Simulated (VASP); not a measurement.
# Mg3Cd2Se5 (R-3m) in VASP: single point with PBE

Aim: the single point of Mg3Cd2Se5 with PBE.

All numbers are computed with VASP 6.6.1; they aren't measurements. Logs are shortened: lines on timing, memory, paths and dates and some standing lists are left out, and cuts for length are marked.

### 1 The cell of the first run

It takes space group R-3m (No. 166, trigonal). Conventional cell: a = 3.961 Å, b = 3.961 Å, c = 48.616 Å, α = 90.00°, β = 90.00°, γ = 120.00°. Mg (site symmetry -3m) has 6 Se at 2.78 Å within 3.7 Å. Mg (site symmetry 3m) has 6 Se at 2.77 to 2.78 Å within 3.6 Å. Cd (site symmetry 3m) has 6 Se at 2.84 to 2.85 Å within 3.7 Å. Se (site symmetry 3m) has 6 Mg at 2.78 Å within 3.7 Å. Se (site symmetry 3m) has 3 Mg at 2.77 Å and 3 Cd at 2.85 Å within 3.6 Å. Within 3.7 Å of Se (site symmetry -3m) lie 6 Cd at 2.84 Å.

### 2 Single point, PBE

Contents of INCAR:

```
PREC = Accurate ; ENCUT = 520
EDIFF = 1E-6 ; ISMEAR = 0
SIGMA = 0.1 ; LREAL = F
LASPH = T ; NELM = 100
ALGO = Normal ; ISIF = 2
LWAVE = F ; LCHARG = T
GGA = PE ; LELF = T
LVHAR = T ; NBANDS = 41
```

Contents of KPOINTS:

```
regular mesh
0
Gamma
  6 6 6
```

Contents of POSCAR:

```
Mg3Cd2Se5
1.0
   -1.9803309689      3.4300338539      0.0000000000
   -3.9606619378      0.0000000000      0.0000000000
   -1.9803309689      1.1433446180     16.2054915000
Mg Cd Se
3 2 5
Direct
    0.0000000000      0.0000000000      0.0000000000
    0.3981740000      0.3981740000      0.8054780000
    0.6018260000      0.6018260000      0.1945220000
    0.7986100000      0.7986100000      0.6041700000
    0.2013900000      0.2013900000      0.3958300000
    0.6990530000      0.6990530000      0.9028410000
    0.0968860000      0.0968860000      0.7093420000
    0.5000000000      0.5000000000      0.5000000000
    0.9031140000      0.9031140000      0.2906580000
    0.3009470000      0.3009470000      0.0971590000
```

Potentials or basis: VASP PAW PBE potentials, release 64 (Mg, Cd, Se).

Run with:

```console
> cat potpaw_PBE.64/Mg/POTCAR potpaw_PBE.64/Cd/POTCAR potpaw_PBE.64/Se/POTCAR > POTCAR
> mpirun -np 1 vasp_std > vasp.out
```

OUTCAR:

```text
PREC = Accurate
   ENCUT = 520
   EDIFF = 1E-6
   ISMEAR = 0
   LREAL = F
   LASPH = T
   NELM = 100
   ISIF = 2
   GGA = PE

 ion  position               nearest neighbor table
   1  0.000  0.000  0.000-   6 2.78  10 2.78   6 2.78  10 2.78  10 2.78   6 2.78
   2  0.398  0.398  0.805-   7 2.77   7 2.77   7 2.77   6 2.78   6 2.78   6 2.78
   3  0.602  0.602  0.195-   9 2.77   9 2.77   9 2.77  10 2.78  10 2.78  10 2.78
   4  0.799  0.799  0.604-   8 2.84   8 2.84   8 2.84   7 2.85   7 2.85   7 2.85
   5  0.201  0.201  0.396-   8 2.84   8 2.84   8 2.84   9 2.85   9 2.85   9 2.85
   6  0.699  0.699  0.903-   1 2.78   1 2.78   1 2.78   2 2.78   2 2.78   2 2.78
   7  0.097  0.097  0.709-   2 2.77   2 2.77   2 2.77   4 2.85   4 2.85   4 2.85
   8  0.500  0.500  0.500-   5 2.84   4 2.84   5 2.84   4 2.84   4 2.84   5 2.84
   9  0.903  0.903  0.291-   3 2.77   3 2.77   3 2.77   5 2.85   5 2.85   5 2.85
  10  0.301  0.301  0.097-   1 2.78   1 2.78   1 2.78   3 2.78   3 2.78   3 2.78

  LATTYP: Found a trigonal (rhomboedric) cell.
 ALAT       =    16.3660289141
 COS(alpha) =     0.9707167736

  Lattice vectors:

 A1 = (   0.0000000000,  -2.2866892359,  16.2054915000)
 A2 = (   1.9803309689,   1.1433446180,  16.2054915000)
 A3 = (  -1.9803309689,   1.1433446180,  16.2054915000)

Analysis of symmetry for initial positions (statically):
=====================================================================
 Subroutine PRICEL returns:
 Original cell was already a primitive cell.

 Routine SETGRP: Setting up the symmetry group for a
 trigonal (rhombohedral) supercell.

 Subroutine GETGRP returns: Found 12 space group operations
 (whereof 12 operations were pure point group operations)
 out of a pool of 12 trial point group operations.

The static configuration has the point symmetry D_3d.

Analysis of symmetry for dynamics (positions and initial velocities):
=====================================================================
 Subroutine PRICEL returns:
 Original cell was already a primitive cell.

 Routine SETGRP: Setting up the symmetry group for a
 trigonal (rhombohedral) supercell.

 Subroutine GETGRP returns: Found 12 space group operations
 (whereof 12 operations were pure point group operations)
 out of a pool of 12 trial point group operations.

The dynamic configuration has the point symmetry D_3d.

 Subroutine INISYM returns: Found 12 space group operations
 (whereof 12 operations are pure point group operations),
 and found     1 'primitive' translations

----------------------------------------------------------------------------------------

                                     Primitive cell

  volume of cell :     220.1549

  direct lattice vectors                    reciprocal lattice vectors
    -1.980330969  3.430033854  0.000000000     0.000000000  0.291542312 -0.020569159
    -3.960661938  0.000000000  0.000000000    -0.252483048 -0.145771156 -0.020569159
    -1.980330969  1.143344618 16.205491500     0.000000000  0.000000000  0.061707477

  length of vectors
     3.960661938  3.960661938 16.366028914     0.292267018  0.292267018  0.061707477

  position of ions in fractional coordinates (direct lattice)
     0.000000000  0.000000000  0.000000000
     0.398174000  0.398174000  0.805478000
     0.601826000  0.601826000  0.194522000
     0.798610000  0.798610000  0.604170000
     0.201390000  0.201390000  0.395830000
     0.699053000  0.699053000  0.902841000
     0.096886000  0.096886000  0.709342000
     0.500000000  0.500000000  0.500000000
     0.903114000  0.903114000  0.290658000
     0.300947000  0.300947000  0.097159000

  ion indices of the primitive-cell ions
   primitive index   ion index
                 1           1
                 2           2
                 3           3
                 4           4
                 5           5
                 6           6
                 7           7
                 8           8
                 9           9
                10          10

----------------------------------------------------------------------------------------

 KPOINTS: regular mesh

Automatic generation of k-mesh.
 Grid dimensions read from file:
 generate k-points for:    6    6    6

 Generating k-lattice:

  Cartesian coordinates                     Fractional coordinates (reciprocal lattice)
     0.000000000  0.048590385 -0.003428193     0.166666667  0.000000000  0.000000000
    -0.042080508 -0.024295193 -0.003428193    -0.000000000  0.166666667 -0.000000000
     0.000000000  0.000000000  0.010284580     0.000000000  0.000000000  0.166666667

  Length of vectors
     0.048711170  0.048711170  0.010284580

  Shift w.r.t. Gamma in fractional coordinates (k-lattice)
     0.000000000  0.000000000  0.000000000

 Subroutine IBZKPT returns following result:
 ===========================================

 Found     32 irreducible k-points:

 Following reciprocal coordinates:
            Coordinates               Weight
  0.000000  0.000000  0.000000      1.000000
  0.166667  0.000000  0.000000      6.000000
  0.333333  0.000000  0.000000      6.000000
  0.500000  0.000000  0.000000      3.000000
  0.166667  0.166667 -0.000000      6.000000
  0.333333  0.166667 -0.000000     12.000000
[... 16 lines left out ...]
 -0.166667  0.500000  0.166667     12.000000
 -0.333333 -0.333333  0.166667      6.000000
 [... further k-points ...]
   k-points           NKPTS =     32   k-points in BZ     NKDIM =     32   number of bands    NBANDS=     41
   number of dos      NEDOS =    301   number of ions     NIONS =     10
   total plane-waves  NPLWV = 113400
   dimension x,y,z NGX =    30 NGY =   30 NGZ =  126
   dimension x,y,z NGXF=    60 NGYF=   60 NGZF=  252
   ions per type =               3   2   5
   NGX,Y,Z   is equivalent  to a cutoff of  12.59, 12.59, 12.80 a.u.
   NGXF,Y,Z  is equivalent  to a cutoff of  25.18, 25.18, 25.60 a.u.
 SYSTEM =  unknown system
   PREC   = accura    normal or accurate (medium, high low for compatibility)
   ISTART =      0    job   : 0-new  1-cont  2-samecut
   ICHARG =      2    charge: 1-file 2-atom 10-const
   ISPIN  =      1    spin polarized calculation?
   LNONCOLLINEAR =      F non collinear calculations
   LSORBIT =      F    spin-orbit coupling
   LASPH  =      T    aspherical Exc in radial PAW
   ENCUT  =  520.0 eV  38.22 Ry    6.18 a.u.   7.36  7.36 30.43*2*pi/ulx,y,z
   NELM   =    100;   NELMIN=  2; NELMDL= -5     # of ELM steps
   EDIFF  = 0.1E-05   stopping-criterion for ELM
   LREAL  =      F    real-space projection
[... 7 lines left out ...]
   TEBEG  =    0.0;   TEEND  =   0.0 temperature during run
   PSTRESS=    0.0 pullay stress
   NELECT =      60.0000    total number of electrons
   NUPDOWN=      -1.0000    fix difference up-down
   EMIN   =  10.00;   EMAX   =-10.00  energy-range for DOS
   EFERMI =   0.00;   METHOD = LEGACY
   ISMEAR =     0;   SIGMA  =   0.10  broadening in eV -4-tet -1-fermi 0-gaus
   EFERMI_NEDOS =   21; number of points for ismear=-14 and -15
   IALGO  =     38    algorithm
   IMIX   =      4    mixing-type and parameters
     AMIX     =   0.40;   BMIX     =  1.00
     AMIX_MAG =   1.60;   BMIX_MAG =  1.00
  volume/ion in A,a.u.               =      22.02       148.57
  Fermi-wavevector in a.u.,A,eV,Ry     =   1.061408  2.005771 15.328153  1.126587
  Thomas-Fermi vector in A             =   2.196823
   LORBIT       =      0    0 simple, 1 ext, 2 COOP (PROOUT), +10 PAW based schemes
   GGA     = PE    functional components
   LHFCALC =     F    Hartree Fock is set to
   AEXX    =    0.0000 exact exchange contribution
   IVDW    =     0    specifies the selected vdW correction
   LEPSILON=     F    determine dielectric tensor
   LRPA    =     F    only Hartree local field effects (RPA)
 non-spin polarized calculation
 Gauss-broadening in eV      SIGMA  =   0.10
  energy-cutoff  :      520.00
  volume of cell :      220.15
 maximum number of plane-waves:      5995
 NGX is ok and might be reduce to    30
   NGX = 15   NGY = 15   NGZ = 61

 number of electron      59.9999994 magnetization

 Free energy of the ion-electron system (eV)
  ---------------------------------------------------
  ext. energy  EPLUGINS =         0.00000000
  ---------------------------------------------------
  free energy    TOTEN  =       -32.75029285 eV

  energy without entropy =      -32.75026656  energy(sigma->0) =      -32.75027971

 E-fermi :   3.0258     XC(G=0):  -9.6414

 val. band max:        2.7946363191   @ k =   0.0000   0.0000   0.0000
 cond. band min:       3.2332605942   @ k =   0.5000   0.5000  -0.0000
 fundamental gap:      0.4386242751
 Fermi energy:         3.0257769540

 k-point     1 :       0.0000    0.0000    0.0000
  band No.  band energies     occupation
      1     -10.1378      2.00000
      2      -9.8503      2.00000
      3      -9.8385      2.00000
      4      -9.3089      2.00000
      5      -9.2014      2.00000
      6      -5.2826      2.00000
[... 33 lines left out ...]
     40       9.0189      0.00000
     41       9.5607      0.00000

 k-point     2 :       0.1667    0.0000    0.0000
  band No.  band energies     occupation
      1      -9.9512      2.00000
      2      -9.7164      2.00000
      3      -9.6698      2.00000
      4      -9.2538      2.00000
      5      -9.1048      2.00000
      6      -5.2539      2.00000
[... 33 lines left out ...]
     40       8.9997      0.00000
     41       9.1442      0.00000

 k-point     3 :       0.3333    0.0000    0.0000
  band No.  band energies     occupation
      1      -9.5125      2.00000
      2      -9.3767      2.00000
      3      -9.3441      2.00000
      4      -9.1104      2.00000
      5      -8.9316      2.00000
      6      -5.2477      2.00000
[... 875 lines left out ...]
      2      -9.1804      2.00000
      3      -9.1429      2.00000
      4      -9.0094      2.00000
      5      -8.8744      2.00000
      6      -5.2324      2.00000
[... 33 lines left out ...]
     40       9.0322      0.00000
     41       9.1437      0.00000

 k-point    24 :      -0.3333   -0.3333    0.1667
  band No.  band energies     occupation
      1      -9.4836      2.00000
      2      -9.4558      2.00000
      3      -9.2693      2.00000
      4      -9.1416      2.00000
      5      -8.9250      2.00000
      6      -5.2477      2.00000
[... 33 lines left out ...]
     40       8.9502      0.00000
     41       9.2165      0.00000

 [... further k-points ...]
[... 5 lines left out ...]
  --------------------------------------------------------------------------------------
  -------------------------------------------------------------------------------------
  Total        0.1735298      0.1735298      0.0461046      0.0000000      0.0000000      0.0000000
  in kB        1.2628633      1.2628633      0.3355265      0.0000000      0.0000000      0.0000000
  external PRESSURE =       0.9537511 kB  Pullay stress =       0.0000000 kB

 VOLUME and BASIS-vectors are now :
 -----------------------------------------------------------------------------
  energy-cutoff  :      520.00
  volume of cell :      220.15
      direct lattice vectors                 reciprocal lattice vectors
    -1.980330969  3.430033854  0.000000000     0.000000000  0.291542312 -0.020569159
    -3.960661938  0.000000000  0.000000000    -0.252483048 -0.145771156 -0.020569159
    -1.980330969  1.143344618 16.205491500     0.000000000  0.000000000  0.061707477

 POSITION                                       TOTAL-FORCE (eV/Angst)
 -----------------------------------------------------------------------------------
      0.00000      0.00000      0.00000         0.000000      0.000000      0.000000
     -3.96066      2.28669     13.05317        -0.000000     -0.000000     -0.000171
     -3.96066      2.28669      3.15232         0.000000      0.000000      0.000171
     -5.94099      3.43003      9.79087        -0.000000     -0.000000     -0.000809
     -1.98033      1.14334      6.41462         0.000000      0.000000      0.000809
     -5.94099      3.43003     14.63098         0.000000      0.000000      0.000556
     -1.98033      1.14334     11.49524         0.000000      0.000000      0.044307
     -3.96066      2.28669      8.10275         0.000000     -0.000000      0.000000
     -5.94099      3.43003      4.71026         0.000000     -0.000000     -0.044307
     -1.98033      1.14334      1.57451        -0.000000     -0.000000     -0.000556
 -----------------------------------------------------------------------------------
    total drift:                               -0.000000     -0.000000     -0.000000

  FREE ENERGIE OF THE ION-ELECTRON SYSTEM (eV)
  ---------------------------------------------------
  free  energy   TOTEN  =       -32.7502928535 eV

  energy  without entropy=      -32.7502665612  energy(sigma->0) =      -32.75027971
```

It took 5.2 min on 1 thread of Intel Xeon Platinum 8488C (Sapphire Rapids), shared host; peak memory 0.5 GiB.

Results:

| Item | Value |
| --- | --- |
| Free energy | -32.7503 eV |
| Pressure | 0.1 GPa |
| Largest force | 0.044 eV/Å |
| Band gap on the k mesh | 0.44 eV (least direct gap 0.82 eV) |

Forces in eV/Å, atoms in the order of the input:
```
Mg   0.000  0.000  0.000
Mg   0.000  0.000  0.000
Mg   0.000  0.000  0.000
Cd   0.000  0.000 -0.001
Cd   0.000  0.000  0.001
Se   0.000  0.000  0.001
Se   0.000  0.000  0.044
Se   0.000  0.000  0.000
Se   0.000  0.000 -0.044
Se   0.000  0.000 -0.001
```

Stress tensor (GPa, compression positive):
```
0.13 0.00 0.00
0.00 0.13 0.00
0.00 0.00 0.03
```

Caveat: semilocal functionals underestimate gaps, and a narrow one can read as zero. A k mesh can miss the band edges.
